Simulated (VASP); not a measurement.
# Al6H in VASP: a series of runs

Al6H is run at these levels: PBE; tasks: single point.

Everything below comes from runs of VASP 6.6.1. Logs are shortened: lines on timing, memory, paths and dates and some standing lists are left out, and cuts for length are marked.

**1. The cell of the first run**

The cell holds a slab with vacuum, 14 atoms: a = 5.714 Å, b = 5.714 Å, c = 22.601 Å, α = 90.00°, β = 90.00°, γ = 120.00°.

**2. Single point, PBE**

Contents of INCAR:

```
SYSTEM = Al6H
PREC = Accurate
ENCUT = 520
EDIFF = 1E-7
ISMEAR = 0
SIGMA = 0.1
LREAL = .False.
LASPH = .True.
NELM = 60
ALGO = Normal
ISIF = 2
LWAVE = .False.
LCHARG = .True.
LDIPOL = .True.
IDIPOL = 3
DIPOL = 0.5 0.5 0.296
GGA = PE
LELF = .True.
LVHAR = .True.
LVACPOTAV = .True.
NBANDS = 32
```

Contents of KPOINTS:

```
Automatic mesh
0
Gamma
  6 6 1
  0 0 0
```

Contents of POSCAR:

```
Al6H
1.0
    5.7135165837      0.0000000000      0.0000000000
   -2.8567582918      4.9480505064      0.0000000000
    0.0000000000      0.0000000000     22.6013782090
Al H
12 2
Direct
    0.3333333333      0.1666666667      0.1769803577
    0.3333333333      0.6666666667      0.1769803577
    0.8333333333      0.1666666667      0.1769803577
    0.8333333333      0.6666666667      0.1769803577
    0.1666666667      0.3333333333      0.2787759109
    0.1666666667      0.8333333333      0.2787759109
    0.6666666667      0.3333333333      0.2787759109
    0.6666666667      0.8333333333      0.2787759109
    0.0000000000      0.0000000000      0.3805687480
    0.0000000000      0.5000000000      0.3805687480
    0.5000000000      0.0000000000      0.3805687480
    0.5000000000      0.5000000000      0.3805687480
    0.1931173437      0.5000000000      0.4004790383
    0.3068826563      0.5000000000      0.4004790383
```

Potentials or basis: VASP PAW PBE potentials, release 64 (Al, H).

The run is started by

```
$ cat potpaw_PBE.64/Al/POTCAR potpaw_PBE.64/H/POTCAR > POTCAR
$ mpirun -np 1 vasp_std > vasp.out
```

OUTCAR:

```text
SYSTEM = Al6H
   PREC = Accurate
   ENCUT = 520
   EDIFF = 1E-7
   ISMEAR = 0
   LREAL = .False.
   LASPH = .True.
   NELM = 60
   ISIF = 2
   GGA = PE

 ion  position               nearest neighbor table
   1  0.333  0.167  0.177-   5 2.83   6 2.83   7 2.83   2 2.86   2 2.86   3 2.86   3 2.86   4 2.86
                             4 2.86
   2  0.333  0.667  0.177-   6 2.83   5 2.83   8 2.83   1 2.86   1 2.86   4 2.86   4 2.86   3 2.86
                             3 2.86
   3  0.833  0.167  0.177-   7 2.83   8 2.83   5 2.83   4 2.86   4 2.86   1 2.86   1 2.86   2 2.86
                             2 2.86
   4  0.833  0.667  0.177-   8 2.83   7 2.83   6 2.83   3 2.86   3 2.86   2 2.86   2 2.86   1 2.86
                             1 2.86
   5  0.167  0.333  0.279-   9 2.83  12 2.83  10 2.83   1 2.83   2 2.83   3 2.83   6 2.86   6 2.86
                             7 2.86   7 2.86   8 2.86   8 2.86
   6  0.167  0.833  0.279-  10 2.83  11 2.83   9 2.83   2 2.83   1 2.83   4 2.83   5 2.86   5 2.86
                             8 2.86   8 2.86   7 2.86   7 2.86
   7  0.667  0.333  0.279-  11 2.83  10 2.83  12 2.83   3 2.83   4 2.83   1 2.83   8 2.86   8 2.86
                             5 2.86   5 2.86   6 2.86   6 2.86
   8  0.667  0.833  0.279-  12 2.83   9 2.83  11 2.83   4 2.83   3 2.83   2 2.83   7 2.86   7 2.86
                             6 2.86   6 2.86   5 2.86   5 2.86
   9  0.000  0.000  0.381-   5 2.83   8 2.83   6 2.83  10 2.86  10 2.86  11 2.86  11 2.86  12 2.86
                            12 2.86
  10  0.000  0.500  0.381-  13 1.19  14 1.81   6 2.83   7 2.83   5 2.83   9 2.86   9 2.86  12 2.86
                            12 2.86  11 2.86  11 2.86
  11  0.500  0.000  0.381-   7 2.83   6 2.83   8 2.83  12 2.86  12 2.86   9 2.86   9 2.86  10 2.86
                            10 2.86
  12  0.500  0.500  0.381-  14 1.19  13 1.81   8 2.83   5 2.83   7 2.83  11 2.86  11 2.86  10 2.86
                            10 2.86   9 2.86   9 2.86
  13  0.193  0.500  0.400-  14 0.65  10 1.19  12 1.81
  14  0.307  0.500  0.400-  13 0.65  12 1.19  10 1.81

  LATTYP: Found a hexagonal cell.
 ALAT       =     5.7135165837
 C/A-ratio  =     3.9557736252

  Lattice vectors:

 A1 = (   5.7135165837,   0.0000000000,   0.0000000000)
 A2 = (  -2.8567582918,   4.9480505064,   0.0000000000)
 A3 = (   0.0000000000,   0.0000000000,  22.6013782090)

Analysis of symmetry for initial positions (statically):
=====================================================================
 Subroutine PRICEL returns:
 Original cell was already a primitive cell.

 Routine SETGRP: Setting up the symmetry group for a
 hexagonal supercell.

 Subroutine GETGRP returns: Found  2 space group operations
 (whereof  2 operations were pure point group operations)
 out of a pool of 24 trial point group operations.

The static configuration has the point symmetry C_1h.

Analysis of symmetry for dynamics (positions and initial velocities):
=====================================================================
 Subroutine PRICEL returns:
 Original cell was already a primitive cell.

 Routine SETGRP: Setting up the symmetry group for a
 hexagonal supercell.

 Subroutine GETGRP returns: Found  2 space group operations
 (whereof  2 operations were pure point group operations)
 out of a pool of 24 trial point group operations.

The dynamic configuration has the point symmetry C_1h.

 Subroutine INISYM returns: Found  2 space group operations
 (whereof  2 operations are pure point group operations),
 and found     1 'primitive' translations

----------------------------------------------------------------------------------------

                                     Primitive cell

  volume of cell :     638.9583

  direct lattice vectors                    reciprocal lattice vectors
     5.713516584  0.000000000  0.000000000     0.175023558  0.101049898  0.000000000
    -2.856758292  4.948050506  0.000000000     0.000000000  0.202099796  0.000000000
     0.000000000  0.000000000 22.601378209     0.000000000  0.000000000  0.044245089

  length of vectors
     5.713516584  5.713516584 22.601378209     0.202099796  0.202099796  0.044245089

  position of ions in fractional coordinates (direct lattice)
     0.333333333  0.166666667  0.176980358
     0.333333333  0.666666667  0.176980358
     0.833333333  0.166666667  0.176980358
     0.833333333  0.666666667  0.176980358
     0.166666667  0.333333333  0.278775911
     0.166666667  0.833333333  0.278775911
     0.666666667  0.333333333  0.278775911
[... 54 lines left out ...]
  0.166667  0.000000  0.000000      4.000000
  0.000000  0.166667  0.000000      2.000000
  0.333333  0.000000  0.000000      4.000000
  0.000000  0.333333  0.000000      2.000000
  0.500000  0.000000  0.000000      2.000000
  0.000000  0.500000  0.000000      1.000000
  0.166667  0.166667  0.000000      4.000000
 -0.333333  0.166667  0.000000      2.000000
  0.333333  0.166667  0.000000      4.000000
 -0.166667  0.500000  0.000000      4.000000
  0.500000  0.333333  0.000000      4.000000
  0.333333  0.333333  0.000000      2.000000
   k-points           NKPTS =     13   k-points in BZ     NKDIM =     13   number of bands    NBANDS=     32
   number of dos      NEDOS =    301   number of ions     NIONS =     14
   total plane-waves  NPLWV = 296352
   dimension x,y,z NGX =    42 NGY =   42 NGZ =  168
   dimension x,y,z NGXF=    84 NGYF=   84 NGZF=  336
   ions per type =              12   2
   NGX,Y,Z   is equivalent  to a cutoff of  12.22, 12.22, 12.36 a.u.
   NGXF,Y,Z  is equivalent  to a cutoff of  24.44, 24.44, 24.71 a.u.
 SYSTEM =  Al6H
   PREC   = accura    normal or accurate (medium, high low for compatibility)
   ISTART =      0    job   : 0-new  1-cont  2-samecut
   ICHARG =      2    charge: 1-file 2-atom 10-const
   ISPIN  =      1    spin polarized calculation?
   LNONCOLLINEAR =      F non collinear calculations
   LSORBIT =      F    spin-orbit coupling
   LASPH  =      T    aspherical Exc in radial PAW
   ENCUT  =  520.0 eV  38.22 Ry    6.18 a.u.  10.62 10.62 42.02*2*pi/ulx,y,z
   NELM   =     60;   NELMIN=  2; NELMDL= -5     # of ELM steps
   EDIFF  = 0.1E-06   stopping-criterion for ELM
   LREAL  =      F    real-space projection
   EDIFFG = 0.1E-05   stopping-criterion for IOM
   NSW    =      0    number of steps for IOM
   IBRION =     -1    ionic relax: 0-MD 1-quasi-New 2-CG
   NFREE  =      0    steps in history (QN), initial steepest desc. (CG)
   ISIF   =      2    stress and relaxation
   ISYM   =      2    0-nonsym 1-usesym 2-fastsym
   POTIM  = 0.5000    time-step for ionic-motion
   TEBEG  =    0.0;   TEEND  =   0.0 temperature during run
   PSTRESS=    0.0 pullay stress
   NELECT =      38.0000    total number of electrons
   NUPDOWN=      -1.0000    fix difference up-down
   EMIN   =  10.00;   EMAX   =-10.00  energy-range for DOS
   EFERMI =   0.00;   METHOD = LEGACY
   ISMEAR =     0;   SIGMA  =   0.10  broadening in eV -4-tet -1-fermi 0-gaus
   EFERMI_NEDOS =   21; number of points for ismear=-14 and -15
   IALGO  =     38    algorithm
   IMIX   =      4    mixing-type and parameters
     AMIX     =   0.40;   BMIX     =  1.00
     AMIX_MAG =   1.60;   BMIX_MAG =  1.00
  volume/ion in A,a.u.               =      45.64       307.99
  Fermi-wavevector in a.u.,A,eV,Ry     =   0.639016  1.207565  5.555826  0.408342
  Thomas-Fermi vector in A             =   1.704550
   LORBIT       =      0    0 simple, 1 ext, 2 COOP (PROOUT), +10 PAW based schemes
   GGA     = PE    functional components
   LHFCALC =     F    Hartree Fock is set to
   AEXX    =    0.0000 exact exchange contribution
   IVDW    =     0    specifies the selected vdW correction
   LEPSILON=     F    determine dielectric tensor
   LRPA    =     F    only Hartree local field effects (RPA)
 non-spin polarized calculation
 Gauss-broadening in eV      SIGMA  =   0.10
  energy-cutoff  :      520.00
  volume of cell :      638.96
 maximum number of plane-waves:     17305
   NGX = 21   NGY = 21   NGZ = 85

 dipolmoment           0.000000      0.000000      0.285313 electrons x Angstroem

 number of electron      38.0000002 magnetization

 dipolmoment           0.000000      0.000000     -0.017583 electrons x Angstroem

 Free energy of the ion-electron system (eV)
  ---------------------------------------------------
  ext. energy  EPLUGINS =         0.00000000
  ---------------------------------------------------
  free energy    TOTEN  =       -40.30735387 eV

  energy without entropy =      -40.28230750  energy(sigma->0) =      -40.29483068

 E-fermi :  -0.0222     XC(G=0):  -3.9709

 val. band max:       -0.0928263389   @ k =   0.3333   0.1667   0.0000
 cond. band min:      -0.0110958459   @ k =   0.5000   0.0000   0.0000
 fundamental gap:      0.0817304931
 Fermi energy:        -0.0221601439

 k-point     1 :       0.0000    0.0000    0.0000
  band No.  band energies     occupation
      1     -14.8950      2.00000
      2     -10.4729      2.00000
      3      -8.4628      2.00000
      4      -5.9379      2.00000
      5      -4.9697      2.00000
      6      -4.8801      2.00000
[... 431 lines left out ...]
     30       3.1878      0.00000
     31       3.3760      0.00000
 [bands above 31 left out]

------------------------ aborting loop because EDIFF is reached ----------------------------------------

  FORCE on cell =-STRESS in cart. coord.  units (eV):
  Direction    XX          YY          ZZ          XY          YZ          ZX
  --------------------------------------------------------------------------------------
  -------------------------------------------------------------------------------------
  Total       34.4132588     -0.0276994      5.3720997     -0.0000000     -0.0864693     -0.0000000
  in kB       86.2906707     -0.0694557     13.4704500     -0.0000000     -0.2168203     -0.0000000
  external PRESSURE =      33.2305550 kB  Pullay stress =       0.0000000 kB

 VOLUME and BASIS-vectors are now :
 -----------------------------------------------------------------------------
  energy-cutoff  :      520.00
  volume of cell :      638.96
      direct lattice vectors                 reciprocal lattice vectors
     5.713516584  0.000000000  0.000000000     0.175023558  0.101049898  0.000000000
    -2.856758292  4.948050506  0.000000000     0.000000000  0.202099796  0.000000000
     0.000000000  0.000000000 22.601378209     0.000000000  0.000000000  0.044245089

 POSITION                                       TOTAL-FORCE (eV/Angst)
 -----------------------------------------------------------------------------------
      1.42838      0.82468      4.00000        -0.004591      0.005985     -0.083825
     -0.00000      3.29870      4.00000         0.000000      0.013248     -0.009973
      4.28514      0.82468      4.00000         0.004591      0.005985     -0.083825
      2.85676      3.29870      4.00000         0.000000      0.015640     -0.092406
      0.00000      1.64935      6.30072         0.000000      0.093216      0.180413
     -1.42838      4.12338      6.30072         0.003043     -0.046469      0.072344
      2.85676      1.64935      6.30072        -0.000000     -0.047726      0.065435
      1.42838      4.12338      6.30072        -0.003043     -0.046469      0.072344
      0.00000      0.00000      8.60138        -0.000000     -0.484742     -0.127306
     -1.42838      2.47403      8.60138       -13.505822     -0.040456     -5.557688
      2.85676      0.00000      8.60138         0.000000      0.589237     -0.152076
      1.42838      2.47403      8.60138        13.505822     -0.040456     -5.557688
     -0.32500      2.47403      9.05138         2.695870     -0.008496      5.637125
      0.32500      2.47403      9.05138        -2.695870     -0.008496      5.637125
 -----------------------------------------------------------------------------------
    total drift:                               -0.000000      0.000045     -0.000241

  FREE ENERGIE OF THE ION-ELECTRON SYSTEM (eV)
  ---------------------------------------------------
  free  energy   TOTEN  =       -40.3073538688 eV

  energy  without entropy=      -40.2823075009  energy(sigma->0) =      -40.29483068

 vacuum level on the upper side and lower side of the slab         3.701         3.814
```

Wall time 11 min (1 thread of Intel Xeon Platinum 8259CL at 2.50GHz (Skylake/Cascade Lake), shared host); peak memory 0.72 GiB.

Results:

- Free energy: -40.3074 eV
- Largest force: 14.605 eV/Å
- Band gap on the k mesh: zero (bands 19 and 20 overlap by 0.70 eV)

Forces in eV/Å, atoms in the order of the input:
```
Al   -0.005   0.006  -0.084
Al    0.000   0.013  -0.010
Al    0.005   0.006  -0.084
Al    0.000   0.016  -0.092
Al    0.000   0.093   0.180
Al    0.003  -0.046   0.072
Al    0.000  -0.048   0.065
Al   -0.003  -0.046   0.072
Al    0.000  -0.485  -0.127
Al  -13.506  -0.040  -5.558
Al    0.000   0.589  -0.152
Al   13.506  -0.040  -5.558
H     2.696  -0.008   5.637
H    -2.696  -0.008   5.637
```

**3. Single point, PBE**

Contents of INCAR:

```
SYSTEM = Al6H
PREC = Accurate
ENCUT = 520
EDIFF = 1E-7
ISMEAR = 0
SIGMA = 0.1
LREAL = .False.
LASPH = .True.
NELM = 60
ALGO = Normal
ISIF = 2
LWAVE = .False.
LCHARG = .False.
LDIPOL = .True.
IDIPOL = 3
DIPOL = 0.5 0.5 0.310
GGA = PE
NBANDS = 32
```

KPOINTS is that of step 2.

Changes to POSCAR since step 2:

```diff
@@ -20,3 +20,3 @@
     0.5000000000      0.5000000000      0.3805687480
-    0.1931173437      0.5000000000      0.4004790383
-    0.3068826563      0.5000000000      0.4004790383
+    0.1931173437      0.5000000000      0.4956059805
+    0.3068826563      0.5000000000      0.4956059805
```

Potentials or basis: VASP PAW PBE potentials, release 64 (Al, H).

The run is started by

```
$ cat potpaw_PBE.64/Al/POTCAR potpaw_PBE.64/H/POTCAR > POTCAR
$ mpirun -np 1 vasp_std > vasp.out
```

OUTCAR:

```text
SYSTEM = Al6H
   PREC = Accurate
   ENCUT = 520
   EDIFF = 1E-7
   ISMEAR = 0
   LREAL = .False.
   LASPH = .True.
   NELM = 60
   ISIF = 2
   GGA = PE

 ion  position               nearest neighbor table
   1  0.333  0.167  0.177-   5 2.83   6 2.83   7 2.83   2 2.86   2 2.86   3 2.86   3 2.86   4 2.86
                             4 2.86
   2  0.333  0.667  0.177-   6 2.83   5 2.83   8 2.83   1 2.86   1 2.86   4 2.86   4 2.86   3 2.86
                             3 2.86
   3  0.833  0.167  0.177-   7 2.83   8 2.83   5 2.83   4 2.86   4 2.86   1 2.86   1 2.86   2 2.86
                             2 2.86
   4  0.833  0.667  0.177-   8 2.83   7 2.83   6 2.83   3 2.86   3 2.86   2 2.86   2 2.86   1 2.86
                             1 2.86
   5  0.167  0.333  0.279-   9 2.83  12 2.83  10 2.83   1 2.83   2 2.83   3 2.83   6 2.86   6 2.86
                             7 2.86   7 2.86   8 2.86   8 2.86
   6  0.167  0.833  0.279-  10 2.83  11 2.83   9 2.83   2 2.83   1 2.83   4 2.83   5 2.86   5 2.86
                             8 2.86   8 2.86   7 2.86   7 2.86
   7  0.667  0.333  0.279-  11 2.83  10 2.83  12 2.83   3 2.83   4 2.83   1 2.83   8 2.86   8 2.86
                             5 2.86   5 2.86   6 2.86   6 2.86
[... 670 lines left out ...]
  -------------------------------------------------------------------------------------
  Total        0.4182768     -3.0697920      1.2549951     -0.0000000     -0.0856086     -0.0000000
  in kB        1.0488221     -7.6974520      3.1468792     -0.0000000     -0.2146621     -0.0000000
  external PRESSURE =      -1.1672502 kB  Pullay stress =       0.0000000 kB

 VOLUME and BASIS-vectors are now :
 -----------------------------------------------------------------------------
  energy-cutoff  :      520.00
  volume of cell :      638.96
      direct lattice vectors                 reciprocal lattice vectors
     5.713516584  0.000000000  0.000000000     0.175023558  0.101049898  0.000000000
    -2.856758292  4.948050506  0.000000000     0.000000000  0.202099796  0.000000000
     0.000000000  0.000000000 22.601378209     0.000000000  0.000000000  0.044245089

 POSITION                                       TOTAL-FORCE (eV/Angst)
 -----------------------------------------------------------------------------------
      1.42838      0.82468      4.00000        -0.001613     -0.005776     -0.008667
     -0.00000      3.29870      4.00000        -0.000000     -0.003380     -0.015528
      4.28514      0.82468      4.00000         0.001613     -0.005776     -0.008667
      2.85676      3.29870      4.00000         0.000000      0.015196     -0.009919
      0.00000      1.64935      6.30072         0.000000      0.016124     -0.031918
     -1.42838      4.12338      6.30072        -0.000457     -0.005903     -0.012440
      2.85676      1.64935      6.30072         0.000000      0.014083      0.019816
      1.42838      4.12338      6.30072         0.000457     -0.005903     -0.012440
      0.00000      0.00000      8.60138         0.000000      0.008019     -0.009981
     -1.42838      2.47403      8.60138        -0.031580      0.002820     -0.142099
      2.85676      0.00000      8.60138        -0.000000     -0.016205     -0.015109
      1.42838      2.47403      8.60138         0.031580      0.002820     -0.142099
     -0.32500      2.47403     11.20138        -4.947549     -0.008060      0.194526
      0.32500      2.47403     11.20138         4.947549     -0.008060      0.194526
 -----------------------------------------------------------------------------------
    total drift:                               -0.000000     -0.000025     -0.000069

  FREE ENERGIE OF THE ION-ELECTRON SYSTEM (eV)
  ---------------------------------------------------
  free  energy   TOTEN  =       -48.5510950020 eV

  energy  without entropy=      -48.5177165219  energy(sigma->0) =      -48.53440576

 vacuum level on the upper side and lower side of the slab         3.659         3.784
```

OSZICAR:

```text
N       E                     dE             d eps       ncg     rms          rms(c)
DAV:   1     0.125647159354E+03    0.12565E+03   -0.11455E+04   832   0.835E+02
DAV:   2    -0.418784721814E+02   -0.16753E+03   -0.16145E+03  1152   0.144E+02
DAV:   3    -0.512512790318E+02   -0.93728E+01   -0.91512E+01  1032   0.346E+01
[... 19 lines left out ...]
DAV:  23    -0.485510936480E+02   -0.35951E-05   -0.17817E-07   928   0.115E-03    0.213E-04
DAV:  24    -0.485510946098E+02   -0.96179E-06   -0.28654E-08   808   0.619E-04    0.113E-04
DAV:  25    -0.485510948634E+02   -0.25355E-06   -0.10227E-08   808   0.359E-04    0.133E-04
DAV:  26    -0.485510949828E+02   -0.11943E-06   -0.47841E-09   784   0.245E-04    0.474E-05
DAV:  27    -0.485510950020E+02   -0.19192E-07   -0.93602E-10   680   0.155E-04
   1 F= -.48551095E+02 E0= -.48534406E+02  d E =-.333785E-01
```

stdout:

```text
POSCAR found type information on POSCAR AlH
 POSCAR found :  2 types and      14 ions
 scaLAPACK will be used
 LDA part: xc-table for (Slater+PW92), standard interpolation
 POSCAR, INCAR and KPOINTS ok, starting setup
 FFT: planning ... GRIDC
 FFT: planning ... GRID_SOFT
 FFT: planning ... GRID
 WAVECAR not read
 entering main loop
```

It took 10 min on 1 thread of Intel Xeon Platinum 8259CL at 2.50GHz (Skylake/Cascade Lake), shared host; peak memory 0.72 GiB.

Results:

| Quantity | Value |
| --- | --- |
| Free energy | -48.5511 eV |
| Largest force | 4.951 eV/Å |
| Band gap on the k mesh | zero (bands 19 and 20 overlap by 1.01 eV) |

Forces on the atoms (eV/Å):
```
Al  -0.002 -0.006 -0.009
Al   0.000 -0.003 -0.016
Al   0.002 -0.006 -0.009
Al   0.000  0.015 -0.010
Al   0.000  0.016 -0.032
Al   0.000 -0.006 -0.012
Al   0.000  0.014  0.020
Al   0.000 -0.006 -0.012
Al   0.000  0.008 -0.010
Al  -0.032  0.003 -0.142
Al   0.000 -0.016 -0.015
Al   0.032  0.003 -0.142
H   -4.948 -0.008  0.195
H    4.948 -0.008  0.195
```

(Part 1 of 2 ends here.)

The gap in the log of VASP goes by the Fermi energy; the results here count the filled bands.